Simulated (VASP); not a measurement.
# HfN (l.b) (Fm-3m) in VASP: single point with LDA

Aim: the single point of HfN (l.b) with LDA.

Program: VASP 6.6.1. These are calculated values, not measurements. Logs are shortened: lines on timing, memory, paths and dates and some standing lists are left out, and cuts for length are marked.

## 1. The cell of the first run

The structure is cubic, space group Fm-3m (No. 225). The conventional cell has a = 4.468 Å, b = 4.468 Å, c = 4.468 Å, α = 90.00°, β = 90.00°, γ = 90.00°. Within 3.0 Å of Hf (site symmetry m-3m) lie 6 N at 2.23 Å. Within 3.0 Å of N (site symmetry m-3m) lie 6 Hf at 2.23 Å.

## 2. Single point, LDA

Input file INCAR:

```
PREC = Accurate ; ENCUT = 600
EDIFF = 1E-6 ; ISMEAR = 0
SIGMA = 0.1 ; LREAL = False
LASPH = True ; NELM = 120
ALGO = Normal ; ISIF = 2
LWAVE = False ; LCHARG = False
GGA = CA ; NBANDS = 14
GGA_COMPAT = False
```

Input file KPOINTS:

```
regular mesh
0
Gamma
  16 16 16
```

Input file POSCAR:

```
HfN
1.0
    0.0000000000      2.2341142204      2.2341142204
    2.2341142204      0.0000000000      2.2341142204
    2.2341142204      2.2341142204      0.0000000000
Hf N
1 1
Direct
    0.0000000000      0.0000000000      0.0000000000
    0.5000000000      0.5000000000      0.5000000000
```

Potentials or basis: VASP PAW LDA potentials, release 64 (Hf_pv, N).

The run is started by

```console
> cat potpaw_LDA.64/Hf_pv/POTCAR potpaw_LDA.64/N/POTCAR > POTCAR
> mpirun -np 1 vasp_std > vasp.out
```

OUTCAR:

```text
PREC = Accurate
   ENCUT = 600
   EDIFF = 1E-6
   ISMEAR = 0
   LREAL = False
   LASPH = True
   NELM = 120
   ISIF = 2
   GGA = CA

 ion  position               nearest neighbor table
   1  0.000  0.000  0.000-   2 2.23   2 2.23   2 2.23   2 2.23   2 2.23   2 2.23
   2  0.500  0.500  0.500-   1 2.23   1 2.23   1 2.23   1 2.23   1 2.23   1 2.23

  LATTYP: Found a face centered cubic cell.
 ALAT       =     4.4682284408

  Lattice vectors:

 A1 = (   0.0000000000,   2.2341142204,   2.2341142204)
 A2 = (   2.2341142204,   0.0000000000,   2.2341142204)
 A3 = (   2.2341142204,   2.2341142204,   0.0000000000)

Analysis of symmetry for initial positions (statically):
=====================================================================
 Subroutine PRICEL returns:
 Original cell was already a primitive cell.

 Routine SETGRP: Setting up the symmetry group for a
 face centered cubic supercell.

 Subroutine GETGRP returns: Found 48 space group operations
 (whereof 48 operations were pure point group operations)
 out of a pool of 48 trial point group operations.

The static configuration has the point symmetry O_h .

Analysis of symmetry for dynamics (positions and initial velocities):
=====================================================================
 Subroutine PRICEL returns:
 Original cell was already a primitive cell.

 Routine SETGRP: Setting up the symmetry group for a
 face centered cubic supercell.

 Subroutine GETGRP returns: Found 48 space group operations
 (whereof 48 operations were pure point group operations)
 out of a pool of 48 trial point group operations.

The dynamic configuration has the point symmetry O_h .

 Subroutine INISYM returns: Found 48 space group operations
 (whereof 48 operations are pure point group operations),
 and found     1 'primitive' translations

----------------------------------------------------------------------------------------

                                     Primitive cell

  volume of cell :      22.3021

  direct lattice vectors                    reciprocal lattice vectors
     0.000000000  2.234114220  2.234114220    -0.223802344  0.223802344  0.223802344
     2.234114220  0.000000000  2.234114220     0.223802344 -0.223802344  0.223802344
     2.234114220  2.234114220  0.000000000     0.223802344  0.223802344 -0.223802344

  length of vectors
     3.159514630  3.159514630  3.159514630     0.387637031  0.387637031  0.387637031

  position of ions in fractional coordinates (direct lattice)
     0.000000000  0.000000000  0.000000000
     0.500000000  0.500000000  0.500000000

  ion indices of the primitive-cell ions
   primitive index   ion index
                 1           1
                 2           2

----------------------------------------------------------------------------------------

 KPOINTS: regular mesh

Automatic generation of k-mesh.
 Grid dimensions read from file:
 generate k-points for:   16   16   16

 Generating k-lattice:

  Cartesian coordinates                     Fractional coordinates (reciprocal lattice)
    -0.013987647  0.013987647  0.013987647     0.062500000  0.000000000  0.000000000
     0.013987647 -0.013987647  0.013987647     0.000000000  0.062500000  0.000000000
     0.013987647  0.013987647 -0.013987647     0.000000000  0.000000000  0.062500000

  Length of vectors
     0.024227314  0.024227314  0.024227314

  Shift w.r.t. Gamma in fractional coordinates (k-lattice)
     0.000000000  0.000000000  0.000000000

 Subroutine IBZKPT returns following result:
 ===========================================

 Found    145 irreducible k-points:

 Following reciprocal coordinates:
            Coordinates               Weight
  0.000000  0.000000  0.000000      1.000000
  0.062500  0.000000  0.000000      8.000000
  0.125000  0.000000  0.000000      8.000000
  0.187500  0.000000  0.000000      8.000000
  0.250000  0.000000  0.000000      8.000000
  0.312500  0.000000  0.000000      8.000000
[... 16 lines left out ...]
 -0.125000  0.062500  0.000000     24.000000
 -0.062500  0.062500  0.000000     12.000000
 [... further k-points ...]
   k-points           NKPTS =    145   k-points in BZ     NKDIM =    145   number of bands    NBANDS=     14
   number of dos      NEDOS =    301   number of ions     NIONS =      2
   total plane-waves  NPLWV =  21952
   dimension x,y,z NGX =    28 NGY =   28 NGZ =   28
   dimension x,y,z NGXF=    56 NGYF=   56 NGZF=   56
   ions per type =               1   1
   NGX,Y,Z   is equivalent  to a cutoff of  14.73, 14.73, 14.73 a.u.
   NGXF,Y,Z  is equivalent  to a cutoff of  29.47, 29.47, 29.47 a.u.
 SYSTEM =  unknown system
   PREC   = accura    normal or accurate (medium, high low for compatibility)
   ISTART =      0    job   : 0-new  1-cont  2-samecut
   ICHARG =      2    charge: 1-file 2-atom 10-const
   ISPIN  =      1    spin polarized calculation?
   LNONCOLLINEAR =      F non collinear calculations
   LSORBIT =      F    spin-orbit coupling
   LASPH  =      T    aspherical Exc in radial PAW
   ENCUT  =  600.0 eV  44.10 Ry    6.64 a.u.   6.31  6.31  6.31*2*pi/ulx,y,z
   NELM   =    120;   NELMIN=  2; NELMDL= -5     # of ELM steps
   EDIFF  = 0.1E-05   stopping-criterion for ELM
   LREAL  =      F    real-space projection
   EDIFFG = 0.1E-04   stopping-criterion for IOM
   NSW    =      0    number of steps for IOM
   IBRION =     -1    ionic relax: 0-MD 1-quasi-New 2-CG
   NFREE  =      0    steps in history (QN), initial steepest desc. (CG)
   ISIF   =      2    stress and relaxation
   ISYM   =      2    0-nonsym 1-usesym 2-fastsym
   POTIM  = 0.5000    time-step for ionic-motion
   TEBEG  =    0.0;   TEEND  =   0.0 temperature during run
   PSTRESS=    0.0 pullay stress
   NELECT =      15.0000    total number of electrons
   NUPDOWN=      -1.0000    fix difference up-down
   EMIN   =  10.00;   EMAX   =-10.00  energy-range for DOS
   EFERMI =   0.00;   METHOD = LEGACY
   ISMEAR =     0;   SIGMA  =   0.10  broadening in eV -4-tet -1-fermi 0-gaus
   EFERMI_NEDOS =   21; number of points for ismear=-14 and -15
   IALGO  =     38    algorithm
   IMIX   =      4    mixing-type and parameters
     AMIX     =   0.40;   BMIX     =  1.00
     AMIX_MAG =   1.60;   BMIX_MAG =  1.00
  volume/ion in A,a.u.               =      11.15        75.25
  Fermi-wavevector in a.u.,A,eV,Ry     =   1.434355  2.710537 27.992263  2.057373
  Thomas-Fermi vector in A             =   2.553772
   LORBIT       =      0    0 simple, 1 ext, 2 COOP (PROOUT), +10 PAW based schemes
   GGA     = CA    functional components
   LHFCALC =     F    Hartree Fock is set to
   AEXX    =    0.0000 exact exchange contribution
   IVDW    =     0    specifies the selected vdW correction
   LEPSILON=     F    determine dielectric tensor
   LRPA    =     F    only Hartree local field effects (RPA)
 non-spin polarized calculation
 Gauss-broadening in eV      SIGMA  =   0.10
  energy-cutoff  :      600.00
  volume of cell :       22.30
 maximum number of plane-waves:       757
 NGX is ok and might be reduce to    28
   NGX = 13   NGY = 13   NGZ = 13

 number of electron      15.0000001 magnetization

 Free energy of the ion-electron system (eV)
  ---------------------------------------------------
  ext. energy  EPLUGINS =         0.00000000
  ---------------------------------------------------
  free energy    TOTEN  =       -23.87274632 eV

  energy without entropy =      -23.86968162  energy(sigma->0) =      -23.87121397

 E-fermi :   8.4923     XC(G=0): -13.1518

 val. band max:        8.4909110334   @ k =  -0.1250   0.0625   0.0000
 cond. band min:       8.5037680067   @ k =   0.3750   0.1250   0.0000
 fundamental gap:      0.0128569733
 Fermi energy:         8.4922855760

 k-point     1 :       0.0000    0.0000    0.0000
  band No.  band energies     occupation
      1     -22.3081      2.00000
      2     -22.3081      2.00000
      3     -22.3081      2.00000
      4      -8.9285      2.00000
      5       5.5127      2.00000
      6       5.5127      2.00000
      7       5.5127      2.00000
      8       8.0878      2.00000
      9       8.0878      2.00000
     10       8.0878      2.00000
     11      10.4880      0.00000
     12      10.4880      0.00000
     13      10.8158      0.00000
     14      18.2275      0.00000

 k-point     2 :       0.0625    0.0000    0.0000
  band No.  band energies     occupation
      1     -22.3553      2.00000
      2     -22.3118      2.00000
      3     -22.3118      2.00000
      4      -8.8287      2.00000
      5       5.1006      2.00000
      6       5.2577      2.00000
      7       5.2577      2.00000
      8       8.2173      1.99990
      9       8.2301      1.99979
     10       8.2301      1.99979
     11      10.8144      0.00000
     12      10.8144      0.00000
     13      11.0946      0.00000
     14      18.5466      0.00000

 k-point     3 :       0.1250    0.0000    0.0000
  band No.  band energies     occupation
      1     -22.4870      2.00000
      2     -22.3226      2.00000
      3     -22.3226      2.00000
      4      -8.5423      2.00000
      5       4.1755      2.00000
      6       4.6741      2.00000
      7       4.6741      2.00000
      8       8.4457      1.49032
      9       8.6006      0.12543
     10       8.6006      0.12543
     11      11.6574      0.00000
     12      11.6574      0.00000
     13      11.8105      0.00000
     14      19.4358      0.00000
[... 324 lines left out ...]
 k-point    23 :      -0.1250    0.0625    0.0000
  band No.  band energies     occupation
      1     -22.5631      2.00000
      2     -22.3625      2.00000
      3     -22.3163      2.00000
      4      -8.3389      2.00000
      5       3.5601      2.00000
      6       4.1755      2.00000
      7       4.6507      2.00000
      8       8.4909      1.01551
      9       8.5703      0.26972
     10       9.3413      0.00000
     11      11.2127      0.00000
     12      12.6228      0.00000
     13      12.6704      0.00000
     14      19.9974      0.00000

 k-point    24 :      -0.0625    0.0625    0.0000
  band No.  band energies     occupation
      1     -22.4205      2.00000
      2     -22.3359      2.00000
      3     -22.3099      2.00000
      4      -8.6688      2.00000
      5       4.4739      2.00000
      6       4.7981      2.00000
      7       5.1367      2.00000
      8       8.2684      1.99845
      9       8.2789      1.99745
     10       8.7410      0.00044
     11      10.7419      0.00000
     12      11.5911      0.00000
     13      11.6985      0.00000
     14      19.0531      0.00000

 [... further k-points ...]

------------------------ aborting loop because EDIFF is reached ----------------------------------------

  FORCE on cell =-STRESS in cart. coord.  units (eV):
  Direction    XX          YY          ZZ          XY          YZ          ZX
  --------------------------------------------------------------------------------------
  -------------------------------------------------------------------------------------
  Total       -0.1836469     -0.1836469     -0.1836469      0.0000000      0.0000000     -0.0000000
  in kB      -13.1931362    -13.1931362    -13.1931362      0.0000000      0.0000000     -0.0000000
  external PRESSURE =     -13.1931362 kB  Pullay stress =       0.0000000 kB

 VOLUME and BASIS-vectors are now :
 -----------------------------------------------------------------------------
  energy-cutoff  :      600.00
  volume of cell :       22.30
      direct lattice vectors                 reciprocal lattice vectors
     0.000000000  2.234114220  2.234114220    -0.223802344  0.223802344  0.223802344
     2.234114220  0.000000000  2.234114220     0.223802344 -0.223802344  0.223802344
     2.234114220  2.234114220  0.000000000     0.223802344  0.223802344 -0.223802344

 POSITION                                       TOTAL-FORCE (eV/Angst)
 -----------------------------------------------------------------------------------
      0.00000      0.00000      0.00000         0.000000      0.000000      0.000000
      2.23411      2.23411      2.23411        -0.000000     -0.000000     -0.000000
 -----------------------------------------------------------------------------------
    total drift:                                0.000000      0.000000      0.000000

  FREE ENERGIE OF THE ION-ELECTRON SYSTEM (eV)
  ---------------------------------------------------
  free  energy   TOTEN  =       -23.8727463204 eV

  energy  without entropy=      -23.8696816189  energy(sigma->0) =      -23.87121397
```

Run time: 93 s. Hardware: 1 thread of Intel Xeon 8259CL, shared host; peak memory 0.19 GiB.

Results:

| Property | Result |
| --- | --- |
| Free energy | -23.8727 eV |
| Pressure | -1.3 GPa |

Caveat: spin-orbit coupling is left out, which moves the levels of the heavy elements.
